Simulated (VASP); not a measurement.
# KI (I4mm) in VASP: a series of runs

The runs below take KI through single point, with PBE.

All numbers are computed with VASP 6.6.1; they aren't measurements. Logs are shortened: lines on timing, memory, paths and dates and some standing lists are left out, and cuts for length are marked.

### Step 1. The cell of the first run

Symmetry: I4mm, No. 107, tetragonal system. The conventional cell has a = 4.938 Å, b = 4.938 Å, c = 7.175 Å, α = 90.00°, β = 90.00°, γ = 90.00°. K (site symmetry 4mm) has 6 I at 3.42 to 3.75 Å within 4.5 Å. Within 4.5 Å of I (site symmetry 4mm) lie 6 K at 3.42 to 3.75 Å.

### Step 2. Single point, PBE

The input, INCAR:

```
  PREC = Accurate
  ENCUT = 520
  EDIFF = 1E-7
  ISMEAR = 0
  SIGMA = 0.05
  LREAL = False
  LASPH = True
  NELM = 60
  ALGO = Normal
  ISIF = 2
  LWAVE = False
  LCHARG = True
  GGA = PE
  LELF = True
  LVHAR = True
  NBANDS = 15
```

The input, KPOINTS:

```
Automatic mesh
0
Gamma
  6 6 6
```

The input, POSCAR:

```
KI
1.0
    0.0000000000      3.4915442646      3.5873258652
    3.4915442646      0.0000000000      3.5873258652
    3.4915442646      3.4915442646      0.0000000000
K I
1 1
Direct
   -0.0177848354     -0.0177848354      0.0177848354
    0.5054793722      0.5054793722      0.4945206278
```

Potentials or basis: VASP PAW PBE potentials, release 64 (K_sv, I).

Run with:

```
$ cat potpaw_PBE.64/K_sv/POTCAR potpaw_PBE.64/I/POTCAR > POTCAR
$ mpirun -np 1 vasp_std > vasp.out
```

OUTCAR:

```text
PREC = Accurate
   ENCUT = 520
   EDIFF = 1E-7
   ISMEAR = 0
   LREAL = False
   LASPH = True
   NELM = 60
   ISIF = 2
   GGA = PE

 ion  position               nearest neighbor table
   1  0.982  0.982  0.018-   2 3.42   2 3.50   2 3.50   2 3.50   2 3.50
   2  0.505  0.505  0.495-   1 3.42   1 3.50   1 3.50   1 3.50   1 3.50

  LATTYP: Found a body centered tetragonal cell.
 ALAT       =     4.9377892526
 C/A-ratio  =     1.4530089000

  Lattice vectors:

 A1 = (  -3.4915442646,   0.0000000000,   3.5873258652)
 A2 = (   3.4915442646,   0.0000000000,   3.5873258652)
 A3 = (   0.0000000000,   3.4915442646,  -3.5873258652)

Analysis of symmetry for initial positions (statically):
=====================================================================
 Subroutine PRICEL returns:
 Original cell was already a primitive cell.

 Routine SETGRP: Setting up the symmetry group for a
 body centered tetragonal supercell.

 Subroutine GETGRP returns: Found  8 space group operations
 (whereof  8 operations were pure point group operations)
 out of a pool of 16 trial point group operations.

The static configuration has the point symmetry C_4v.

Analysis of symmetry for dynamics (positions and initial velocities):
=====================================================================
 Subroutine PRICEL returns:
 Original cell was already a primitive cell.

 Routine SETGRP: Setting up the symmetry group for a
 body centered tetragonal supercell.

 Subroutine GETGRP returns: Found  8 space group operations
 (whereof  8 operations were pure point group operations)
 out of a pool of 16 trial point group operations.

The dynamic configuration has the point symmetry C_4v.

 Subroutine INISYM returns: Found  8 space group operations
 (whereof  8 operations are pure point group operations),
 and found     1 'primitive' translations

----------------------------------------------------------------------------------------

                                     Primitive cell

  volume of cell :      87.4653

  direct lattice vectors                    reciprocal lattice vectors
     0.000000000  3.491544265  3.587325865    -0.143203111  0.143203111  0.139379588
     3.491544265  0.000000000  3.587325865     0.143203111 -0.143203111  0.139379588
     3.491544265  3.491544265  0.000000000     0.143203111  0.143203111 -0.139379588

  length of vectors
     5.005975251  5.005975251  4.937789253     0.245847374  0.245847374  0.245847374

  position of ions in fractional coordinates (direct lattice)
     0.982215165  0.982215165  0.017784835
     0.505479372  0.505479372  0.494520628

  ion indices of the primitive-cell ions
   primitive index   ion index
                 1           1
                 2           2

----------------------------------------------------------------------------------------

 KPOINTS: Automatic mesh

Automatic generation of k-mesh.
 Grid dimensions read from file:
 generate k-points for:    6    6    6

 Generating k-lattice:

  Cartesian coordinates                     Fractional coordinates (reciprocal lattice)
    -0.023867185  0.023867185  0.023229931     0.166666667  0.000000000  0.000000000
     0.023867185 -0.023867185  0.023229931     0.000000000  0.166666667  0.000000000
     0.023867185  0.023867185 -0.023229931    -0.000000000 -0.000000000  0.166666667

  Length of vectors
     0.040974562  0.040974562  0.040974562

  Shift w.r.t. Gamma in fractional coordinates (k-lattice)
     0.000000000  0.000000000  0.000000000

 Subroutine IBZKPT returns following result:
 ===========================================

 Found     30 irreducible k-points:

 Following reciprocal coordinates:
            Coordinates               Weight
  0.000000  0.000000  0.000000      1.000000
  0.166667  0.000000  0.000000      8.000000
  0.333333  0.000000  0.000000      8.000000
  0.500000  0.000000  0.000000      4.000000
  0.166667  0.166667  0.000000      2.000000
  0.333333  0.166667  0.000000      8.000000
[... 16 lines left out ...]
  0.333333  0.000000  0.333333      4.000000
  0.500000  0.000000  0.333333     16.000000
 [... further k-points ...]
   k-points           NKPTS =     30   k-points in BZ     NKDIM =     30   number of bands    NBANDS=     15
   number of dos      NEDOS =    301   number of ions     NIONS =      2
   total plane-waves  NPLWV =  64000
   dimension x,y,z NGX =    40 NGY =   40 NGZ =   40
   dimension x,y,z NGXF=    80 NGYF=   80 NGZF=   80
   ions per type =               1   1
   NGX,Y,Z   is equivalent  to a cutoff of  13.28, 13.28, 13.47 a.u.
   NGXF,Y,Z  is equivalent  to a cutoff of  26.57, 26.57, 26.93 a.u.
 SYSTEM =  unknown system
   PREC   = accura    normal or accurate (medium, high low for compatibility)
   ISTART =      0    job   : 0-new  1-cont  2-samecut
   ICHARG =      2    charge: 1-file 2-atom 10-const
   ISPIN  =      1    spin polarized calculation?
   LNONCOLLINEAR =      F non collinear calculations
   LSORBIT =      F    spin-orbit coupling
   LASPH  =      T    aspherical Exc in radial PAW
   ENCUT  =  520.0 eV  38.22 Ry    6.18 a.u.   9.31  9.31  9.18*2*pi/ulx,y,z
   NELM   =     60;   NELMIN=  2; NELMDL= -5     # of ELM steps
   EDIFF  = 0.1E-06   stopping-criterion for ELM
   LREAL  =      F    real-space projection
   EDIFFG = 0.1E-05   stopping-criterion for IOM
   NSW    =      0    number of steps for IOM
   IBRION =     -1    ionic relax: 0-MD 1-quasi-New 2-CG
   NFREE  =      0    steps in history (QN), initial steepest desc. (CG)
   ISIF   =      2    stress and relaxation
   ISYM   =      2    0-nonsym 1-usesym 2-fastsym
   POTIM  = 0.5000    time-step for ionic-motion
   TEBEG  =    0.0;   TEEND  =   0.0 temperature during run
   PSTRESS=    0.0 pullay stress
   NELECT =      16.0000    total number of electrons
   NUPDOWN=      -1.0000    fix difference up-down
   EMIN   =  10.00;   EMAX   =-10.00  energy-range for DOS
   EFERMI =   0.00;   METHOD = LEGACY
   ISMEAR =     0;   SIGMA  =   0.05  broadening in eV -4-tet -1-fermi 0-gaus
   EFERMI_NEDOS =   21; number of points for ismear=-14 and -15
   IALGO  =     38    algorithm
   IMIX   =      4    mixing-type and parameters
     AMIX     =   0.40;   BMIX     =  1.00
     AMIX_MAG =   1.60;   BMIX_MAG =  1.00
  volume/ion in A,a.u.               =      43.73       295.12
  Fermi-wavevector in a.u.,A,eV,Ry     =   0.929329  1.756177 11.750706  0.863652
  Thomas-Fermi vector in A             =   2.055600
   LORBIT       =      0    0 simple, 1 ext, 2 COOP (PROOUT), +10 PAW based schemes
   GGA     = PE    functional components
   LHFCALC =     F    Hartree Fock is set to
   AEXX    =    0.0000 exact exchange contribution
   IVDW    =     0    specifies the selected vdW correction
   LEPSILON=     F    determine dielectric tensor
   LRPA    =     F    only Hartree local field effects (RPA)
 non-spin polarized calculation
 Gauss-broadening in eV      SIGMA  =   0.05
  energy-cutoff  :      520.00
  volume of cell :       87.47
 maximum number of plane-waves:      2372
 NGX is ok and might be reduce to    40
   NGX = 19   NGY = 19   NGZ = 19

 number of electron      16.0000001 magnetization

 Free energy of the ion-electron system (eV)
  ---------------------------------------------------
  ext. energy  EPLUGINS =         0.00000000
  ---------------------------------------------------
  free energy    TOTEN  =        -5.53795616 eV

  energy without entropy =       -5.53795616  energy(sigma->0) =       -5.53795616

 E-fermi :  -0.0683     XC(G=0):  -7.2055

 val. band max:       -0.3769116825   @ k =   0.0000   0.0000   0.0000
 cond. band min:       3.6087717211   @ k =   0.0000   0.0000   0.0000
 fundamental gap:      3.9856834036
 Fermi energy:        -0.0682726967

 k-point     1 :       0.0000    0.0000    0.0000
  band No.  band energies     occupation
      1     -28.8540      2.00000
      2     -12.3487      2.00000
      3     -12.3435      2.00000
      4     -12.3435      2.00000
      5     -10.8873      2.00000
      6      -0.3883      2.00000
      7      -0.3769      2.00000
      8      -0.3769      2.00000
      9       3.6088      0.00000
     10       6.0267      0.00000
     11       6.1944      0.00000
     12       6.1944      0.00000
     13       6.8410      0.00000
     14       6.9049      0.00000
     15       9.3911      0.00000

 k-point     2 :       0.1667    0.0000    0.0000
  band No.  band energies     occupation
      1     -28.8534      2.00000
      2     -12.3901      2.00000
      3     -12.3467      2.00000
      4     -12.3437      2.00000
      5     -10.8110      2.00000
      6      -0.8028      2.00000
      7      -0.4742      2.00000
      8      -0.4661      2.00000
      9       4.2344      0.00000
     10       6.0349      0.00000
     11       6.3697      0.00000
     12       6.4641      0.00000
     13       7.1874      0.00000
     14       7.2460      0.00000
     15      10.2596      0.00000

 k-point     3 :       0.3333    0.0000    0.0000
  band No.  band energies     occupation
      1     -28.8523      2.00000
      2     -12.4675      2.00000
      3     -12.3489      2.00000
      4     -12.3441      2.00000
      5     -10.6663      2.00000
      6      -1.4451      2.00000
      7      -0.6424      2.00000
      8      -0.6321      2.00000
      9       4.9858      0.00000
     10       6.6369      0.00000
     11       7.0570      0.00000
     12       7.1555      0.00000
     13       8.0638      0.00000
     14       8.1017      0.00000
     15       9.3060      0.00000
[... 343 lines left out ...]
 k-point    23 :       0.3333    0.0000    0.3333
  band No.  band energies     occupation
      1     -28.8517      2.00000
      2     -12.4124      2.00000
      3     -12.3610      2.00000
      4     -12.3598      2.00000
      5     -10.7198      2.00000
      6      -1.3335      2.00000
      7      -0.7003      2.00000
      8      -0.6699      2.00000
      9       4.8415      0.00000
     10       5.3452      0.00000
     11       7.4696      0.00000
     12       7.7242      0.00000
     13       8.4182      0.00000
     14       8.5047      0.00000
     15       9.5660      0.00000

 k-point    24 :       0.5000    0.0000    0.3333
  band No.  band energies     occupation
      1     -28.8512      2.00000
      2     -12.4128      2.00000
      3     -12.3715      2.00000
      4     -12.3610      2.00000
      5     -10.6983      2.00000
      6      -1.3501      2.00000
      7      -0.9101      2.00000
      8      -0.7495      2.00000
      9       4.9560      0.00000
     10       5.8625      0.00000
     11       7.3956      0.00000
     12       7.8623      0.00000
     13       8.5735      0.00000
     14       8.9449      0.00000
     15       9.4848      0.00000

 [... further k-points ...]
[... 5 lines left out ...]
  --------------------------------------------------------------------------------------
  -------------------------------------------------------------------------------------
  Total        0.5221188      0.5221188      0.3376456      0.0000000      0.0000000      0.0000000
  in kB        9.5640968      9.5640968      6.1849428      0.0000000      0.0000000      0.0000000
  external PRESSURE =       8.4377121 kB  Pullay stress =       0.0000000 kB

 VOLUME and BASIS-vectors are now :
 -----------------------------------------------------------------------------
  energy-cutoff  :      520.00
  volume of cell :       87.47
      direct lattice vectors                 reciprocal lattice vectors
     0.000000000  3.491544265  3.587325865    -0.143203111  0.143203111  0.139379588
     3.491544265  0.000000000  3.587325865     0.143203111 -0.143203111  0.139379588
     3.491544265  3.491544265  0.000000000     0.143203111  0.143203111 -0.139379588

 POSITION                                       TOTAL-FORCE (eV/Angst)
 -----------------------------------------------------------------------------------
      3.49154      3.49154      7.04705         0.000000      0.000000      0.147307
      3.49154      3.49154      3.62664         0.000000      0.000000     -0.147307
 -----------------------------------------------------------------------------------
    total drift:                                0.000000      0.000000      0.000010

  FREE ENERGIE OF THE ION-ELECTRON SYSTEM (eV)
  ---------------------------------------------------
  free  energy   TOTEN  =        -5.5379561590 eV

  energy  without entropy=       -5.5379561590  energy(sigma->0) =       -5.53795616
```

It took 93 s on 1 thread of AMD EPYC 7R13 (Zen 3), shared host; peak memory 0.22 GiB.

Results:

```
Free energy            : -5.5380 eV
Pressure               : 0.8 GPa
Largest force          : 0.147 eV/Å
Band gap on the k mesh : 3.99 eV, direct
```

Forces in eV/Å, atoms in the order of the input:
```
K    0.000  0.000  0.147
I    0.000  0.000 -0.147
```

Stress tensor (GPa, compression positive):
```
0.96 0.00 0.00
0.00 0.96 0.00
0.00 0.00 0.62
```

Levels at points of the mesh, in eV from the valence-band top:
```
           k point  band 4  band 5  band 6  band 7  band 8  band 9  band 10  band 11  band 12  band 13
(0.00, 0.00, 0.00)  -11.97  -10.51   -0.01    0.00    0.00    3.99     6.40     6.57     6.57     7.22
(0.50, 0.00, 0.00)  -11.97  -10.22   -1.33   -0.34   -0.33    5.53     7.64     8.12     8.24     8.72
(0.50, 0.50, 0.00)  -11.98  -10.36   -1.02   -0.34   -0.34    4.94     5.79     8.09     8.34     9.23
(0.50, 0.00, 0.50)  -11.99  -10.36   -1.00   -0.41   -0.37    4.94     5.79     8.14     8.76     8.88
```

Caveat: spin-orbit coupling is left out, which moves the levels of the heavy elements. As with any semilocal functional, this PBE gap is likely too small.

### Step 3. Single point, PBE

The input, INCAR:

```
PREC = Accurate ; ENCUT = 520
EDIFF = 1E-6 ; ISMEAR = 0
SIGMA = 0.05 ; LREAL = F
LASPH = T ; NELM = 80
ALGO = Normal ; ISIF = 2
LWAVE = F ; LCHARG = F
GGA = PE ; NBANDS = 15
```

KPOINTS is that of step 2.

The input, POSCAR:

```
KI
1.0
    0.0000000000      3.4915442646      3.5873258652
    3.4915442646      0.0000000000      3.5873258652
    3.4915442646      3.4915442646      0.0000000000
K I
1 1
Direct
   -0.0889241769     -0.0889241769      0.0889241769
    0.5273968612      0.5273968612      0.4726031388
```

Potentials or basis: VASP PAW PBE potentials, release 64 (K_sv, I).

Run with:

```
$ cat potpaw_PBE.64/K_sv/POTCAR potpaw_PBE.64/I/POTCAR > POTCAR
$ mpirun -np 1 vasp_std > vasp.out
```

OUTCAR:

```text
PREC = Accurate
   ENCUT = 520
   EDIFF = 1E-6
   ISMEAR = 0
   LREAL = F
   LASPH = T
   NELM = 80
   ISIF = 2
   GGA = PE

 ion  position               nearest neighbor table
   1  0.911  0.911  0.089-   2 2.75   2 3.59   2 3.59   2 3.59   2 3.59
   2  0.527  0.527  0.473-   1 2.75   1 3.59   1 3.59   1 3.59   1 3.59

  LATTYP: Found a body centered tetragonal cell.
 ALAT       =     4.9377892526
 C/A-ratio  =     1.4530089000

  Lattice vectors:

 A1 = (  -3.4915442646,   0.0000000000,   3.5873258652)
[... 610 lines left out ...]
     10       5.6968      0.00000
     11       7.4320      0.00000
     12       7.9816      0.00000
     13       8.5174      0.00000
     14       8.7502      0.00000
     15       9.3692      0.00000

 [... further k-points ...]
[... 5 lines left out ...]
  --------------------------------------------------------------------------------------
  -------------------------------------------------------------------------------------
  Total        0.1516218      0.1516218      6.8252838      0.0000000      0.0000000     -0.0000000
  in kB        2.7773866      2.7773866    125.0245688      0.0000000      0.0000000     -0.0000000
  external PRESSURE =      43.5264473 kB  Pullay stress =       0.0000000 kB

 VOLUME and BASIS-vectors are now :
 -----------------------------------------------------------------------------
  energy-cutoff  :      520.00
  volume of cell :       87.47
      direct lattice vectors                 reciprocal lattice vectors
     0.000000000  3.491544265  3.587325865    -0.143203111  0.143203111  0.139379588
     3.491544265  0.000000000  3.587325865     0.143203111 -0.143203111  0.139379588
     3.491544265  3.491544265  0.000000000     0.143203111  0.143203111 -0.139379588

 POSITION                                       TOTAL-FORCE (eV/Angst)
 -----------------------------------------------------------------------------------
      3.49154      3.49154      6.53665         0.000000      0.000000      2.565267
      3.49154      3.49154      3.78389         0.000000      0.000000     -2.565267
 -----------------------------------------------------------------------------------
    total drift:                               -0.000000     -0.000000     -0.000401

  FREE ENERGIE OF THE ION-ELECTRON SYSTEM (eV)
  ---------------------------------------------------
  free  energy   TOTEN  =        -4.9030507066 eV

  energy  without entropy=       -4.9030507066  energy(sigma->0) =       -4.90305071
```

stdout:

```text
POSCAR found type information on POSCAR K I
 POSCAR found :  2 types and       2 ions
 scaLAPACK will be used
 LDA part: xc-table for (Slater+PW92), standard interpolation
 POSCAR, INCAR and KPOINTS ok, starting setup
 FFT: planning ... GRIDC
 FFT: planning ... GRID_SOFT
 FFT: planning ... GRID
 WAVECAR not read
 entering main loop
```

Run time: 66 s. Hardware: 1 thread of AMD EPYC 7R13 (Zen 3), shared host; peak memory 0.21 GiB.

Results:

| Quantity | Value |
| --- | --- |
| Free energy | -4.9031 eV |
| Pressure | 4.4 GPa |
| Largest force | 2.565 eV/Å |
| Band gap on the k mesh | 4.03 eV, direct |

Forces in eV/Å, atoms in the order of the input:
```
K    0.000  0.000  2.565
I    0.000  0.000 -2.565
```

Stress tensor (GPa, compression positive):
```
 0.28  0.00  0.00
 0.00  0.28  0.00
 0.00  0.00 12.50
```

Caveat: spin-orbit coupling is left out, which moves the levels of the heavy elements; forces of over 1 eV/Å act on the atoms, so gaps and moduli don't describe the material at rest.

### Step 4. Single point, PBE

The input, INCAR:

```
SYSTEM = KI
  PREC = Accurate
  ENCUT = 520
  EDIFF = 1E-6
  ISMEAR = 0
  SIGMA = 0.05
  LREAL = .False.
  LASPH = .True.
  NELM = 60
  ALGO = Normal
  ISIF = 2
  LWAVE = .False.
  LCHARG = .False.
  GGA = PE
  NBANDS = 15
```

The input, KPOINTS:

```
Automatic mesh
0
Gamma
  6 6 6
  0 0 0
```

The input, POSCAR:

```
KI
1.0
    0.0000000000      3.4915442646      3.5873258652
    3.4915442646      0.0000000000      3.5873258652
    3.4915442646      3.4915442646      0.0000000000
K I
1 1
Direct
   -0.0711393416     -0.0711393416      0.0711393416
    0.5219174889      0.5219174889      0.4780825111
```

Run with:

```
$ cat potpaw_PBE.64/K_sv/POTCAR potpaw_PBE.64/I/POTCAR > POTCAR
$ mpirun -np 1 vasp_std > vasp.out
```

It took 66 s on 1 thread of AMD EPYC 7R13 (Zen 3), shared host; peak memory 0.22 GiB.

It converged, with:

| Quantity | Value |
| --- | --- |
| Free energy | -5.2283 eV |
| Pressure | 2.7 GPa |
| Largest force | 1.428 eV/Å |
| Band gap on the k mesh | 4.07 eV, direct |

Forces on the atoms (eV/Å):
```
K    0.000  0.000  1.428
I    0.000  0.000 -1.428
```

Stress tensor (GPa, compression positive):
```
0.50 0.00 0.00
0.00 0.50 0.00
0.00 0.00 7.20
```

Levels at points of the mesh, in eV from the valence-band top:
| k point | band 5 | band 6 | band 7 | band 8 | band 9 | band 10 | band 11 | band 12 |
| --- | --- | --- | --- | --- | --- | --- | --- | --- |
| (0.00, 0.00, 0.00) | -10.35 | -0.01 | -0.01 | 0.00 | 4.07 | 6.69 | 6.92 | 6.92 |
| (0.50, 0.00, 0.00) | -10.07 | -1.23 | -0.23 | -0.21 | 5.52 | 7.29 | 8.02 | 8.25 |
| (0.50, 0.50, 0.00) | -10.12 | -0.84 | -0.25 | -0.25 | 5.07 | 5.79 | 7.45 | 8.44 |
| (0.50, 0.00, 0.50) | -10.16 | -0.92 | -0.46 | -0.26 | 5.35 | 5.79 | 8.32 | 8.96 |

Caveat: spin-orbit coupling is left out, which moves the levels of the heavy elements; forces of over 1 eV/Å act on the atoms, so gaps and moduli don't describe the material at rest. Expect the measured gap to be larger: semilocal functionals such as PBE lack the derivative discontinuity.
